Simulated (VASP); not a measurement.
Wanted: the native input for a VASP 6.6.1 run.

- Task: single point
- Functional: PBE
- Potentials or basis: VASP PAW PBE potentials, release 64 (Li_sv, Nb_sv, O)
- Cutoff: 520 eV
- k mesh: 6 × 6 × 6
- Occupations: gaussian, width 0.05 eV
- Spin: no spin polarisation
- Dipole correction: no
- Further INCAR settings: ALGO = Normal; EDIFF = 1e-06; NBANDS = 45

The structure of LiNbO3 lies in POSCAR:

```
LiNbO3
1.0
    2.5506000000      1.4725895967      4.5218333333
   -2.5506000000      1.4725895967      4.5218333333
    0.0000000000     -2.9451791931      4.5218333334
Li Nb O
2 2 6
Direct
    0.2500000000      0.2500000000      0.2500000000
    0.7500000000      0.7500000000      0.7500000000
    0.0000000000      0.0000000000      0.0000000000
    0.5000000000      0.5000000000      0.5000000000
    0.1303353734      0.3696646266      0.7500000000
    0.7500000000      0.1303353734      0.3696646266
    0.3696646266      0.7500000000      0.1303353734
    0.8696646266      0.6303353734      0.2500000000
    0.2500000000      0.8696646266      0.6303353734
    0.6303353734      0.2500000000      0.8696646266
```

One way to write it, as run:

INCAR

```
SYSTEM = LiNbO3
PREC = Accurate
ENCUT = 520
EDIFF = 1E-6
ISMEAR = 0
SIGMA = 0.05
LREAL = .FALSE.
LASPH = .TRUE.
NELM = 60
ALGO = Normal
ISIF = 2
LWAVE = .FALSE.
LCHARG = .FALSE.
GGA = PE
NBANDS = 45
```

KPOINTS

```
Automatic mesh
0
G
  6 6 6
  0 0 0
```

Potentials or basis: VASP PAW PBE potentials, release 64 (Li_sv, Nb_sv, O).

Run with:

```bash
$ cat potpaw_PBE.64/Li_sv/POTCAR potpaw_PBE.64/Nb_sv/POTCAR potpaw_PBE.64/O/POTCAR > POTCAR
$ mpirun -np 1 vasp_std > vasp.out
```

Results of the run:

| Item | Value |
| --- | --- |
| Largest force | 0.502 eV/Å |
| Band gap on the k mesh | 2.70 eV (least direct gap 2.82 eV) |

Wall time 72 s on 1 thread of Intel(R) Xeon(R) 6975P-C (Granite Rapids), with other jobs on the host, peak memory 0.3 GiB.
